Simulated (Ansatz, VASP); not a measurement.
## Two plane-wave programs on Ta2C

```
Ta C
1.0
     3.17330    0.00000    0.00000
    -1.58665    2.74816    0.00000
     0.00000    0.00000    5.20213
Ta C
2 1
Cartesian
  0.0000 1.8321 1.2723
  1.5866 0.9161 3.9298
  0.0000 0.0000 0.0000
```

Alike in both runs: task single point; functional PBEsol; k mesh 15 × 15 × 8; occupations gaussian, width 0.1 eV; no spin polarisation.

```csv
,VASP,Ansatz
version,VASP 6.6.1,Ansatz 0.2.0
potentials or method,"VASP PAW PBE potentials, release 64 (Ta_pv, C), cutoff 520 eV","scalar-relativistic, plane waves, PAW"
valence electrons in the cell,26,30
```

Ansatz gave:

```
gap on the k mesh at the Fermi level (eV)                     : none
pressure (GPa)                                                : -22.2
traceless stress, the component that is largest in VASP (GPa) : -5.14
rms of the force components (eV/Å)                            : 0.006
```

**Question.** Which values does VASP return?

**Answer.** gap on the k mesh at the Fermi level (eV): none; pressure (GPa): -21.8; traceless stress, the component that is largest in VASP (GPa): -5.14; rms of the force components (eV/Å): 0.020.

VASP's potentials were made for PBE, not for PBEsol. Atom by atom the forces differ by 0.015 eV/Å (rms over components). A gap of «none» marks a metal or a gap that the smearing closes. VASP's potentials hold 26 valence electrons a cell and Ansatz's 30, so a difference there can come from the potentials and not from the codes.

Spin-orbit coupling is off throughout.
